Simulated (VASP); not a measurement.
# AlP2 (I4/mmm) in VASP: further runs

Runs on AlP2. Level: PBE. Tasks: single point.

All numbers are computed with VASP 6.6.1; they aren't measurements. Logs are shortened: lines on timing, memory, paths and dates and some standing lists are left out, and cuts for length are marked.

## 1. The cell of the first run

The structure is tetragonal, space group I4/mmm (No. 139). Conventional cell: a = 3.302 Å, b = 3.302 Å, c = 10.462 Å, α = 90.00°, β = 90.00°, γ = 90.00°. Al (site symmetry 4/mmm) has 8 P at 2.59 Å and 4 Al at 3.30 Å within 3.4 Å. P (site symmetry 4mm) has 1 P at 2.24 Å and 4 Al at 2.59 Å within 3.0 Å.

## 2. Single point, PBE

INCAR

```
SYSTEM = AlP2
PREC = Accurate
ENCUT = 520
EDIFF = 1E-6
ISMEAR = 0
SIGMA = 0.1
LREAL = .FALSE.
LASPH = .TRUE.
NELM = 60
ALGO = Normal
ISIF = 2
LWAVE = .FALSE.
LCHARG = .TRUE.
GGA = PE
LELF = .TRUE.
LVHAR = .TRUE.
NBANDS = 14
```

KPOINTS

```
Automatic mesh
0
G
  20 20 20
  0 0 0
```

POSCAR

```
AlP2
1.0
   -1.6511117232      1.6511117232      5.2311753734
    1.6511117232     -1.6511117232      5.2311753734
    1.6511117232      1.6511117232     -5.2311753734
Al P
1 2
Direct
    0.0000000000      0.0000000000      0.0000000000
    0.3931863435      0.3931863435      0.0000000000
    0.6068136565      0.6068136565      0.0000000000
```

Potentials or basis: VASP PAW PBE potentials, release 64 (Al, P).

On the command line:

```bash
$ cat potpaw_PBE.64/Al/POTCAR potpaw_PBE.64/P/POTCAR > POTCAR
$ mpirun -np 1 vasp_std > vasp.out
```

OUTCAR:

```text
SYSTEM = AlP2
   PREC = Accurate
   ENCUT = 520
   EDIFF = 1E-6
   ISMEAR = 0
   LREAL = .FALSE.
   LASPH = .TRUE.
   NELM = 60
   ISIF = 2
   GGA = PE

 ion  position               nearest neighbor table
   1  0.000  0.000  0.000-   3 2.59   3 2.59   3 2.59   2 2.59   3 2.59   2 2.59   2 2.59   2 2.59

   2  0.393  0.393  0.000-   3 2.24   1 2.59   1 2.59   1 2.59   1 2.59
   3  0.607  0.607  0.000-   2 2.24   1 2.59   1 2.59   1 2.59   1 2.59

  LATTYP: Found a body centered tetragonal cell.
 ALAT       =     3.3022234464
 C/A-ratio  =     3.1682746236

  Lattice vectors:

 A1 = (  -1.6511117232,   1.6511117232,   5.2311753734)
 A2 = (   1.6511117232,  -1.6511117232,   5.2311753734)
 A3 = (   1.6511117232,   1.6511117232,  -5.2311753734)

Analysis of symmetry for initial positions (statically):
=====================================================================
 Subroutine PRICEL returns:
 Original cell was already a primitive cell.

 Routine SETGRP: Setting up the symmetry group for a
 body centered tetragonal supercell.

 Subroutine GETGRP returns: Found 16 space group operations
 (whereof 16 operations were pure point group operations)
 out of a pool of 16 trial point group operations.

The static configuration has the point symmetry D_4h.

Analysis of symmetry for dynamics (positions and initial velocities):
=====================================================================
 Subroutine PRICEL returns:
 Original cell was already a primitive cell.

 Routine SETGRP: Setting up the symmetry group for a
 body centered tetragonal supercell.

 Subroutine GETGRP returns: Found 16 space group operations
 (whereof 16 operations were pure point group operations)
 out of a pool of 16 trial point group operations.

The dynamic configuration has the point symmetry D_4h.

 Subroutine INISYM returns: Found 16 space group operations
 (whereof 16 operations are pure point group operations),
 and found     1 'primitive' translations

----------------------------------------------------------------------------------------

                                     Primitive cell

  volume of cell :      57.0443

  direct lattice vectors                    reciprocal lattice vectors
    -1.651111723  1.651111723  5.231175373     0.000000000  0.302826267  0.095580814
     1.651111723 -1.651111723  5.231175373     0.302826267  0.000000000  0.095580814
     1.651111723  1.651111723 -5.231175373     0.302826267  0.302826267  0.000000000

  length of vectors
     5.728659148  5.728659148  5.728659148     0.317552264  0.317552264  0.428261014
[... 97 lines left out ...]
   EFERMI =   0.00;   METHOD = LEGACY
   ISMEAR =     0;   SIGMA  =   0.10  broadening in eV -4-tet -1-fermi 0-gaus
   EFERMI_NEDOS =   21; number of points for ismear=-14 and -15
   IALGO  =     38    algorithm
   IMIX   =      4    mixing-type and parameters
     AMIX     =   0.40;   BMIX     =  1.00
     AMIX_MAG =   1.60;   BMIX_MAG =  1.00
  volume/ion in A,a.u.               =      19.01       128.32
  Fermi-wavevector in a.u.,A,eV,Ry     =   0.999966  1.889662 13.604900  0.999932
  Thomas-Fermi vector in A             =   2.132291
   LORBIT       =      0    0 simple, 1 ext, 2 COOP (PROOUT), +10 PAW based schemes
   GGA     = PE    functional components
   LHFCALC =     F    Hartree Fock is set to
   AEXX    =    0.0000 exact exchange contribution
   IVDW    =     0    specifies the selected vdW correction
   LEPSILON=     F    determine dielectric tensor
   LRPA    =     F    only Hartree local field effects (RPA)
 non-spin polarized calculation
 Gauss-broadening in eV      SIGMA  =   0.10
  energy-cutoff  :      520.00
  volume of cell :       57.04
 maximum number of plane-waves:      1559
 NGX is ok and might be reduce to    48
   NGX = 21   NGY = 21   NGZ = 21

 number of electron      13.0000000 magnetization

 Free energy of the ion-electron system (eV)
  ---------------------------------------------------
  ext. energy  EPLUGINS =         0.00000000
  ---------------------------------------------------
  free energy    TOTEN  =       -14.31401006 eV

  energy without entropy =      -14.30952697  energy(sigma->0) =      -14.31176852

 E-fermi :   6.1916     XC(G=0):  -9.6813

 val. band max:        6.1884060200   @ k =   0.3000   0.2500   0.0500
 cond. band min:       6.1942622460   @ k =  -0.2000   0.2000   0.0500
 fundamental gap:      0.0058562259
 Fermi energy:         6.1916378402

 k-point     1 :       0.0000    0.0000    0.0000
  band No.  band energies     occupation
      1      -8.3145      2.00000
      2      -3.2585      2.00000
      3       0.8227      2.00000
      4       4.1059      2.00000
      5       4.1059      2.00000
      6       6.5753      0.00000
      7       7.3161      0.00000
      8       7.3161      0.00000
      9       8.8607      0.00000
     10       8.8660      0.00000
     11      13.0360      0.00000
     12      13.3925      0.00000
     13      15.1942      0.00000
     14      15.7947      0.00000
[... 377 lines left out ...]
      1      -7.1633      2.00000
      2      -2.5184      2.00000
      3      -1.0351      2.00000
      4       2.1246      2.00000
      5       3.1645      2.00000
      6       4.6383      2.00000
      7       8.0036      0.00000
      8       9.0853      0.00000
      9       9.2046      0.00000
     10      10.6734      0.00000
     11      11.5466      0.00000
     12      13.7069      0.00000
     13      13.9713      0.00000
     14      15.1643      0.00000

 [... further k-points ...]

------------------------ aborting loop because EDIFF is reached ----------------------------------------

  FORCE on cell =-STRESS in cart. coord.  units (eV):
  Direction    XX          YY          ZZ          XY          YZ          ZX
  --------------------------------------------------------------------------------------
  -------------------------------------------------------------------------------------
  Total       -0.0393288     -0.0393288     -0.1267150      0.0000000      0.0000000      0.0000000
  in kB       -1.1046104     -1.1046104     -3.5589863      0.0000000      0.0000000      0.0000000
  external PRESSURE =      -1.9227357 kB  Pullay stress =       0.0000000 kB

 VOLUME and BASIS-vectors are now :
 -----------------------------------------------------------------------------
  energy-cutoff  :      520.00
  volume of cell :       57.04
      direct lattice vectors                 reciprocal lattice vectors
    -1.651111723  1.651111723  5.231175373     0.000000000  0.302826267  0.095580814
     1.651111723 -1.651111723  5.231175373     0.302826267  0.000000000  0.095580814
     1.651111723  1.651111723 -5.231175373     0.302826267  0.302826267  0.000000000

 POSITION                                       TOTAL-FORCE (eV/Angst)
 -----------------------------------------------------------------------------------
      0.00000      0.00000      0.00000         0.000000      0.000000     -0.000000
      0.00000      0.00000      4.11365        -0.000000     -0.000000      0.061940
      0.00000      0.00000      6.34870         0.000000      0.000000     -0.061940
 -----------------------------------------------------------------------------------
    total drift:                               -0.000000     -0.000000      0.000000

  FREE ENERGIE OF THE ION-ELECTRON SYSTEM (eV)
  ---------------------------------------------------
  free  energy   TOTEN  =       -14.3140100619 eV

  energy  without entropy=      -14.3095269728  energy(sigma->0) =      -14.31176852
```

It took 32 min on 1 thread of Intel Xeon 8259CL, shared host; peak memory 0.66 GiB.

Results:

| Item | Value |
| --- | --- |
| Free energy | -14.3140 eV |
| Pressure | -0.2 GPa |
| Largest force | 0.062 eV/Å |
| Band gap on the k mesh | zero (an odd number of electrons rules out a gap without spin polarisation) |

Forces in eV/Å, atoms in the order of the input:
```
Al   0.000  0.000  0.000
P    0.000  0.000  0.062
P    0.000  0.000 -0.062
```

## 3. Single point, PBE

INCAR

```
  PREC = Accurate
  ENCUT = 520
  EDIFF = 1E-7
  ISMEAR = 0
  SIGMA = 0.1
  LREAL = False
  LASPH = True
  NELM = 100
  ALGO = Normal
  ISIF = 2
  LWAVE = False
  LCHARG = True
  GGA = PE
  LELF = True
  LVHAR = True
  NBANDS = 14
```

KPOINTS

```
Automatic mesh
0
Gamma
  20 20 20
```

POSCAR

```
AlP2
1.0
   -1.6512093195      1.6512093195      5.2377502158
    1.6512093195     -1.6512093195      5.2377502158
    1.6512093195      1.6512093195     -5.2377502158
Al P
1 2
Direct
    0.0000000000      0.0000000000      0.0000000000
    0.6066766227      0.6066766227      0.0000000000
    0.3933233773      0.3933233773      0.0000000000
```

Potentials or basis: VASP PAW PBE potentials, release 64 (Al, P).

On the command line:

```bash
$ cat potpaw_PBE.64/Al/POTCAR potpaw_PBE.64/P/POTCAR > POTCAR
$ mpirun -np 1 vasp_std > vasp.out
```

Wall time 31 min (1 thread of Intel Xeon 8259CL, shared host); peak memory 0.66 GiB.

The run converged. Its results:

| Property | Result |
| --- | --- |
| Free energy | -14.3140 eV |
| Pressure | -0.2 GPa |
| Largest force | 0.063 eV/Å |
| Band gap on the k mesh | zero (an odd number of electrons rules out a gap without spin polarisation) |

Forces on the atoms (eV/Å):
```
Al   0.000  0.000  0.000
P    0.000  0.000 -0.063
P    0.000  0.000  0.063
```

Stress tensor (GPa, compression positive):
```
-0.12  0.00  0.00
 0.00 -0.12  0.00
 0.00  0.00 -0.37
```

Levels at points of the mesh, in eV from the Fermi level:
| k point | band 2 | band 3 | band 4 | band 5 | band 6 | band 7 | band 8 | band 9 | band 10 | band 11 |
| --- | --- | --- | --- | --- | --- | --- | --- | --- | --- | --- |
| (0.00, 0.00, 0.00) | -9.45 | -5.36 | -2.09 | -2.09 | 0.38 | 1.13 | 1.13 | 2.67 | 2.68 | 6.85 |
| (0.50, 0.00, 0.00) | -8.62 | -8.13 | -4.38 | -2.74 | -0.96 | 1.84 | 2.40 | 3.29 | 4.15 | 4.93 |
| (0.50, 0.50, 0.00) | -7.16 | -6.43 | -6.25 | -3.13 | -2.69 | -2.14 | -1.90 | 1.19 | 3.64 | 4.57 |
| (0.50, 0.50, 0.50) | -10.39 | -2.92 | -2.23 | -2.23 | 0.14 | 0.66 | 1.66 | 1.66 | 2.48 | 5.69 |
